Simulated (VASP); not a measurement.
**Co: single point with PBE**

Crystal: Co.

```
Co
1.0
     0.00000    1.80740    1.80740
     1.80740    0.00000    1.80740
     1.80740    1.80740    0.00000
Co
1
Direct
  0.00000 0.00000 0.00000
```

```yaml
Program: VASP 6.6.1
Task: single point
Functional: PBE
Potentials_or_basis: VASP PAW PBE potentials, release 64 (Co)
Cutoff: 520 eV
k_mesh: 15 × 15 × 15
Occupations: fermi-dirac, width 0.1 eV
Spin: collinear spin, ferromagnetic start
Starting_moments: "[0.85] μB"
Fixed_moment: 0.85 μB
```

The pressure is -21.7 GPa. The net moment is 0.85 μB per cell. The site moments are Co +0.88 μB. The valence electrons inside the program's atomic spheres are Co 8.12.

Run time: 33 s on 1 thread of AMD EPYC 7R43 64-Core Processor (Zen 3) (shared host), peak memory 0.12 GiB.

Caveat: the total moment is fixed, so each spin has its own Fermi level.
